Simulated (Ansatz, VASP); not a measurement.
# Se: VASP beside Ansatz

```xyz
3
Lattice="4.3369 0.0000 0.0000 -2.1684 3.7559 0.0000 0.0000 0.0000 4.9204" Properties=species:S:1:pos:R:3 pbc="T T T"
Se    0.9775    0.0000    1.6401
Se   -0.4888    0.8466    3.2802
Se    1.6797    2.9093    0.0000
```

Alike in both runs: task single point; functional PBE; k mesh 5 × 5 × 4; no spin polarisation.

|  | VASP | Ansatz |
| --- | --- | --- |
| version | VASP 6.6.1 | Ansatz 0.2.0 |
| potentials or method | VASP PAW PBE potentials, release 64 (Se), cutoff 500 eV | plane waves, PAW |
| occupations | gaussian, width 0.01 eV | fixed |
| valence electrons in the cell | 18 | 48 |

|  | VASP | Ansatz | Ansatz less VASP |
| --- | --- | --- | --- |
| pressure (GPa) | 4.2 | 4.1 | -0.15 |
| traceless stress, the component that is largest in VASP (GPa) | 1.72 | 1.66 | -0.056 |

VASP's potentials hold 18 valence electrons a cell and Ansatz's 48, so a difference there can come from the potentials and not from the codes.
